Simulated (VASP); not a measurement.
Set up this calculation in VASP 6.6.1, as the native input.

* Task: single point
* Functional: r2SCAN
* Potentials or basis: VASP PAW PBE potentials, release 64 (Sn_d, Se)
* Cutoff: 520 eV
* k mesh: 8 × 8 × 5
* Occupations: methfessel-paxton, width 0.037 eV
* Spin: no spin polarisation
* Dipole correction: no
* Further INCAR settings: ALGO = Normal; EDIFF = 1e-06; NBANDS = 20

The system is SnSe2.

```
Sn Se
1.0
     3.65377    0.00000    0.00000
    -1.82689    3.16426    0.00000
     0.00000    0.00000    5.26956
Sn Se
1 2
Direct
  0.00000 0.00000 0.00000
  0.33330 0.66670 0.71640
  0.66670 0.33330 0.28360
```

These files were run (other wordings do the same):

POSCAR

```
SnSe2
1.0
    3.6537700000      0.0000000000      0.0000000000
   -1.8268850000      3.1642590000      0.0000000000
    0.0000000000      0.0000000000      5.2695630000
Sn Se
1 2
Direct
    0.0000000000      0.0000000000      0.0000000000
    0.3333000000      0.6667000000      0.7164000000
    0.6667000000      0.3333000000      0.2836000000
```

INCAR.step1

```
ALGO = Normal ; EDIFF = 1E-4
ENCUT = 520 ; GGA = PE
ISMEAR = 1 ; LASPH = T
LCHARG = F ; LREAL = F
LWAVE = T ; NBANDS = 20
NELM = 60 ; PREC = Accurate
SIGMA = 0.037
```

INCAR.step2

```
ALGO = Normal ; EDIFF = 1E-6
ENCUT = 520 ; ISIF = 2
ISMEAR = 1 ; ISTART = 1
LASPH = T ; LCHARG = T
LELF = T ; LMIXTAU = T
LREAL = F ; LVHAR = T
LWAVE = F ; METAGGA = R2SCAN
NBANDS = 20 ; NELM = 60
PREC = Accurate ; SIGMA = 0.037
```

KPOINTS

```
k-points
0
Gamma
  8 8 5
```

Potentials or basis: VASP PAW PBE potentials, release 64 (Sn_d, Se).

Run with:

```bash
$ cat potpaw_PBE.64/Sn_d/POTCAR potpaw_PBE.64/Se/POTCAR > POTCAR
$ cp INCAR.step1 INCAR
$ mpirun -np 1 vasp_std > vasp.out
$ cp INCAR.step2 INCAR
$ mpirun -np 1 vasp_std > vasp.out
```

Results of the run:

```yaml
Pressure: 22.8 GPa
Largest_force: 0.809 eV/Å
Band_gap_on_the_k_mesh: 0.20 eV, indirect (least direct gap 1.41 eV)
```

Caveat: the PAW data sets were made with another functional, which shifts forces and pressure a little; spin-orbit coupling is left out, which moves the levels of the heavy elements.

It took 4.2 min on 1 thread of Intel(R) Xeon(R) Platinum 8375C CPU @ 2.90GHz (Ice Lake), with other jobs on the host, peak memory 0.25 GiB.
